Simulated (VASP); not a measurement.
Crystal: LiBe3.

```
Li Be
1.0
     3.22938    0.00000    0.00000
     0.00000    3.22938    0.00000
     0.00000    0.00000    3.19618
Li Be
1 3
Cartesian
  0.0000 0.0000 0.0000
  0.0000 1.6147 1.5981
  1.6147 0.0000 1.5981
  1.6147 1.6147 0.0000
```

```yaml
Program: VASP 6.6.1
Task: relaxation of cell and atoms
Functional: PBE
Potentials_or_basis: VASP PAW PBE potentials, release 64 (Li_sv, Be)
Cutoff: 600 eV
k_mesh: 6 × 6 × 6
Occupations: gaussian, width 0.1 eV
Spin: no spin polarisation
```

At the start: pressure 8.7 GPa; volume 8.33 Å³/atom.

How do energy, volume and symmetry change on relaxing?

Over 3 steps the energy falls by 19.9 meV/atom and the volume is 9.13 Å³/atom (+9.6 %); space group Pm-3m (No. 221, to 0.05 Å).

The path:
```tsv
step	energy change (eV)	largest force (eV/Å)	pressure (GPa)	volume (Å³)
1	0.0000	0.0000	8.71	33.33
2	-0.0737	0.0000	2.14	35.57
3	-0.0796	0.0000	-0.19	36.53
```

Final structure:
```
Li Be
1.0
     3.33365    0.00000    0.00000
     0.00000    3.33365    0.00000
     0.00000    0.00000    3.28749
Li Be
1 3
Direct
  0.00000 0.00000 0.00000
  0.00000 0.50000 0.50000
  0.50000 0.00000 0.50000
  0.50000 0.50000 0.00000
```

Caveat: the cutoff is under 1.25 times the usual one of these potentials, so pressure, stress and relaxed cells hold a basis-set (Pulay) error.
